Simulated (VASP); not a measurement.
# SnO (P4/nmm) in VASP: single point with PBE

Aim: the single point of SnO with PBE.

Everything below comes from runs of VASP 6.6.1. Logs are shortened: lines on timing, memory, paths and dates and some standing lists are left out, and cuts for length are marked.

### 1 The cell of the first run

The structure is tetragonal, space group P4/nmm (No. 129). Conventional cell: a = 3.793 Å, b = 3.793 Å, c = 4.758 Å, α = 90.00°, β = 90.00°, γ = 90.00°. Sn (site symmetry 4mm) has 4 O at 2.22 Å within 2.9 Å. Within 2.9 Å of O (site symmetry -4m2) lie 4 Sn at 2.22 Å and 4 O at 2.68 Å.

### 2 Single point, PBE, non-collinear spin, zero start, spin-orbit coupling

Input file INCAR:

```
SYSTEM = SnO
ALGO = Normal ; EDIFF = 1E-6
ENCUT = 520 ; GGA = PE
GGA_COMPAT = .False. ; ISIF = 2
ISMEAR = -1 ; LASPH = .True.
LCHARG = .False. ; LORBIT = 11
LORBMOM = .True. ; LREAL = .False.
LSORBIT = .True. ; LWAVE = .False.
MAGMOM = 0 0 0 0 0 0 0 0 0 0 0 0 ; NBANDS = 54
NELM = 150 ; PREC = Accurate
SIGMA = 0.02
```

Input file KPOINTS:

```
k-points
0
Gamma
  6 6 6
  0 0 0
```

Input file POSCAR:

```
SnO
1.0
    3.7925885396      0.0000000000      0.0000000000
    0.0000000000      3.7925885396      0.0000000000
    0.0000000000      0.0000000000      4.7583853065
Sn O
2 2
Direct
    0.0000000000      0.5000000000      0.2410331417
    0.5000000000      0.0000000000      0.7589668583
    0.5000000000      0.5000000000      0.0000000000
    0.0000000000      0.0000000000      0.0000000000
```

Potentials or basis: VASP PAW PBE potentials, release 64 (Sn_d, O).

The run is started by

```
$ cat potpaw_PBE.64/Sn_d/POTCAR potpaw_PBE.64/O/POTCAR > POTCAR
$ mpirun -np 1 vasp_ncl > vasp.out
```

OUTCAR:

```text
SYSTEM = SnO
   EDIFF = 1E-6
   ENCUT = 520
   GGA = PE
   ISIF = 2
   ISMEAR = -1
   LASPH = .True.
   LORBIT = 11
   LREAL = .False.
   LSORBIT = .True.
   NELM = 150
   PREC = Accurate

 ion  position               nearest neighbor table
   1  0.000  0.500  0.241-   3 2.22   4 2.22   4 2.22   3 2.22   2 3.53   2 3.53   2 3.53   2 3.53
                             2 3.64   2 3.64   2 3.64   2 3.64
   2  0.500  0.000  0.759-   3 2.22   4 2.22   3 2.22   4 2.22   1 3.53   1 3.53   1 3.53   1 3.53
                             1 3.64   1 3.64   1 3.64   1 3.64
   3  0.500  0.500  0.000-   1 2.22   2 2.22   2 2.22   1 2.22
   4  0.000  0.000  0.000-   1 2.22   2 2.22   1 2.22   2 2.22

  LATTYP: Found a simple tetragonal cell.
 ALAT       =     3.7925885396
 C/A-ratio  =     1.2546537165

  Lattice vectors:

 A1 = (   3.7925885396,   0.0000000000,   0.0000000000)
 A2 = (   0.0000000000,   3.7925885396,   0.0000000000)
 A3 = (   0.0000000000,   0.0000000000,   4.7583853065)

Analysis of symmetry for initial positions (statically):
=====================================================================
 Subroutine PRICEL returns:
 Original cell was already a primitive cell.

 Routine SETGRP: Setting up the symmetry group for a
 simple tetragonal supercell.

 Subroutine GETGRP returns: Found 16 space group operations
 (whereof  8 operations were pure point group operations)
 out of a pool of 16 trial point group operations.

The static configuration has the point symmetry D_2d.
 The point group associated with its full space group is D_4h.

Analysis of symmetry for dynamics (positions and initial velocities):
=====================================================================
 Subroutine PRICEL returns:
 Original cell was already a primitive cell.

 Routine SETGRP: Setting up the symmetry group for a
 simple tetragonal supercell.

 Subroutine GETGRP returns: Found 16 space group operations
 (whereof  8 operations were pure point group operations)
 out of a pool of 16 trial point group operations.

The dynamic configuration has the point symmetry D_2d.
 The point group associated with its full space group is D_4h.

Analysis of structural, dynamic, and magnetic symmetry:
=====================================================================
 Subroutine PRICEL returns:
 Original cell was already a primitive cell.

 Routine SETGRP: Setting up the symmetry group for a
 simple tetragonal supercell.

 Subroutine GETGRP returns: Found 16 space group operations
 (whereof  8 operations were pure point group operations)
 out of a pool of 16 trial point group operations.

The overall configuration has the point symmetry D_2d.
 The point group associated with its full space group is D_4h.

 Subroutine INISYM returns: Found 16 space group operations
 (whereof  8 operations are pure point group operations),
 and found     1 'primitive' translations

----------------------------------------------------------------------------------------

                                     Primitive cell

  volume of cell :      68.4433

  direct lattice vectors                    reciprocal lattice vectors
     3.792588540  0.000000000  0.000000000     0.263672157  0.000000000  0.000000000
     0.000000000  3.792588540  0.000000000     0.000000000  0.263672157  0.000000000
     0.000000000  0.000000000  4.758385307     0.000000000  0.000000000  0.210155323

  length of vectors
     3.792588540  3.792588540  4.758385307     0.263672157  0.263672157  0.210155323

  position of ions in fractional coordinates (direct lattice)
     0.000000000  0.500000000  0.241033142
     0.500000000  0.000000000  0.758966858
     0.500000000  0.500000000  0.000000000
     0.000000000  0.000000000  0.000000000

  ion indices of the primitive-cell ions
   primitive index   ion index
                 1           1
                 2           2
                 3           3
                 4           4

----------------------------------------------------------------------------------------

 KPOINTS: k-points

Automatic generation of k-mesh.
 Grid dimensions read from file:
 generate k-points for:    6    6    6

 Generating k-lattice:
[... 111 lines left out ...]

 E-fermi :   7.4520     XC(G=0): -10.3877

 val. band max:        7.4372416677   @ k =   0.5000   0.5000   0.0000
 cond. band min:       7.5012612153   @ k =   0.0000   0.0000   0.0000
 fundamental gap:      0.0640195475
 Fermi energy:         7.4520492231

 k-point     1 :       0.0000    0.0000    0.0000
  band No.  band energies     occupation
      1     -14.9351      1.00000
      2     -14.9351      1.00000
      3     -14.7505      1.00000
      4     -14.7505      1.00000
      5     -14.7282      1.00000
      6     -14.7282      1.00000
[... 1309 lines left out ...]
     51      14.0100      0.00000
     52      14.0100      0.00000

 [... further k-points ...]

 [bands above 52 left out]

------------------------ aborting loop because EDIFF is reached ----------------------------------------

  FORCE on cell =-STRESS in cart. coord.  units (eV):
  Direction    XX          YY          ZZ          XY          YZ          ZX
  --------------------------------------------------------------------------------------
  -------------------------------------------------------------------------------------
  Total        2.5181254      2.5181254      2.1481154      0.0000000      0.0000000      0.0000000
  in kB       58.9463435     58.9463435     50.2848454      0.0000000      0.0000000      0.0000000
  external PRESSURE =      56.0591774 kB  Pullay stress =       0.0000000 kB

 VOLUME and BASIS-vectors are now :
 -----------------------------------------------------------------------------
  energy-cutoff  :      520.00
  volume of cell :       68.44
      direct lattice vectors                 reciprocal lattice vectors
     3.792588540  0.000000000  0.000000000     0.263672157  0.000000000  0.000000000
     0.000000000  3.792588540  0.000000000     0.000000000  0.263672157  0.000000000
     0.000000000  0.000000000  4.758385307     0.000000000  0.000000000  0.210155323

 POSITION                                       TOTAL-FORCE (eV/Angst)
 -----------------------------------------------------------------------------------
      0.00000      1.89629      1.14693         0.000000      0.000000      0.585021
      1.89629      0.00000      3.61146        -0.000000      0.000000     -0.585021
      1.89629      1.89629      0.00000         0.000000     -0.000000      0.000000
      0.00000      0.00000      0.00000        -0.000000      0.000000      0.000000
 -----------------------------------------------------------------------------------
    total drift:                                0.000000      0.000000      0.000000

  FREE ENERGIE OF THE ION-ELECTRON SYSTEM (eV)
  ---------------------------------------------------
  free  energy   TOTEN  =       -22.7153588960 eV

  energy  without entropy=      -22.7148180488  energy(sigma->0) =      -22.71508847

 orbital moment (x)

 # of ion     p       d       tot
 ----------------------------------------
  1         0.000  -0.000  -0.000
  2         0.000   0.000   0.000
  3         0.000   0.000   0.000
  4         0.000   0.000   0.000
 ----------------------------------------
            0.000  -0.000  -0.000

 orbital moment (y)

 # of ion     p       d       tot
 ----------------------------------------
  1        -0.000   0.000  -0.000
  2        -0.000  -0.000  -0.000
  3        -0.000   0.000  -0.000
  4         0.000   0.000   0.000
 ----------------------------------------
           -0.000  -0.000  -0.000

 orbital moment (z)

 # of ion     p       d       tot
 ----------------------------------------
  1         0.000   0.000   0.000
  2         0.000   0.000   0.000
  3         0.000   0.000   0.000
  4         0.000   0.000   0.000
 ----------------------------------------
            0.000   0.000   0.000

 Spin-Orbit-Coupling matrix elements

 Ion:    1  E_soc:     -0.0770375
 l=   1
     0.0000000    -0.0074880    -0.0055727
    -0.0074880     0.0000000    -0.0074880
    -0.0055727    -0.0074880     0.0000000
 l=   2
     0.0000000    -0.0012066     0.0000000    -0.0012066    -0.0047359
    -0.0012066     0.0000000    -0.0036501    -0.0011727    -0.0011740
     0.0000000    -0.0036501     0.0000000    -0.0036501     0.0000000
    -0.0012066    -0.0011727    -0.0036501     0.0000000    -0.0011740
    -0.0047359    -0.0011740     0.0000000    -0.0011740     0.0000000
 l=   3
     0.0000000     0.0000000     0.0000000     0.0000000     0.0000000     0.0000000     0.0000000
     0.0000000     0.0000000     0.0000000     0.0000000     0.0000000     0.0000000     0.0000000
     0.0000000     0.0000000     0.0000000     0.0000000     0.0000000     0.0000000     0.0000000
     0.0000000     0.0000000     0.0000000     0.0000000     0.0000000     0.0000000     0.0000000
[... 49 lines left out ...]
 l=   2
     0.0000000     0.0000000     0.0000000     0.0000000     0.0000000
     0.0000000     0.0000000     0.0000000     0.0000000     0.0000000
     0.0000000     0.0000000     0.0000000     0.0000000     0.0000000
     0.0000000     0.0000000     0.0000000     0.0000000     0.0000000
     0.0000000     0.0000000     0.0000000     0.0000000     0.0000000
 l=   3
     0.0000000     0.0000000     0.0000000     0.0000000     0.0000000     0.0000000     0.0000000
     0.0000000     0.0000000     0.0000000     0.0000000     0.0000000     0.0000000     0.0000000
     0.0000000     0.0000000     0.0000000     0.0000000     0.0000000     0.0000000     0.0000000
     0.0000000     0.0000000     0.0000000     0.0000000     0.0000000     0.0000000     0.0000000
     0.0000000     0.0000000     0.0000000     0.0000000     0.0000000     0.0000000     0.0000000
     0.0000000     0.0000000     0.0000000     0.0000000     0.0000000     0.0000000     0.0000000
     0.0000000     0.0000000     0.0000000     0.0000000     0.0000000     0.0000000     0.0000000

 total charge

# of ion       s       p       d       tot
------------------------------------------
    1        1.248   0.810  10.084  12.142
    2        1.248   0.810  10.084  12.142
    3        1.578   3.446   0.000   5.024
    4        1.578   3.446   0.000   5.024
--------------------------------------------------
tot          5.652   8.512  20.168  34.332

 magnetization (x)

# of ion       s       p       d       tot
------------------------------------------
    1       -0.000   0.000   0.000  -0.000
    2       -0.000   0.000   0.000  -0.000
    3       -0.000   0.000   0.000  -0.000
    4       -0.000   0.000   0.000  -0.000
--------------------------------------------------
tot         -0.000   0.000   0.000  -0.000

 magnetization (y)

# of ion       s       p       d       tot
------------------------------------------
    1        0.000  -0.000  -0.000  -0.000
    2        0.000  -0.000   0.000  -0.000
    3        0.000   0.000   0.000   0.000
    4        0.000   0.000   0.000   0.000
--------------------------------------------------
tot          0.000   0.000   0.000   0.000

 magnetization (z)

# of ion       s       p       d       tot
------------------------------------------
    1        0.000   0.000   0.000   0.000
    2        0.000   0.000   0.000   0.000
    3        0.000  -0.000   0.000  -0.000
    4        0.000  -0.000   0.000  -0.000
--------------------------------------------------
tot          0.000  -0.000   0.000  -0.000
```

Wall time 5.7 min (1 thread of Intel Xeon Platinum 8259CL at 2.50GHz (Skylake/Cascade Lake), shared host); peak memory 0.39 GiB.

Results:

* Free energy: -22.7154 eV
* Pressure: 5.6 GPa
* Largest force: 0.585 eV/Å
* Net moment: 0.00 μB per cell
* Valence electrons inside the program's atomic spheres: Sn 12.14; O 5.02

Forces in eV/Å, atoms in the order of the input:
```
Sn   0.000  0.000  0.585
Sn   0.000  0.000 -0.585
O    0.000  0.000  0.000
O    0.000  0.000  0.000
```

Moments on the atoms (μB; x, y, z):
```
Sn  0.00 0.00 0.00
Sn  0.00 0.00 0.00
O   0.00 0.00 0.00
O   0.00 0.00 0.00
```

Caveat: the cell stands under pressure.
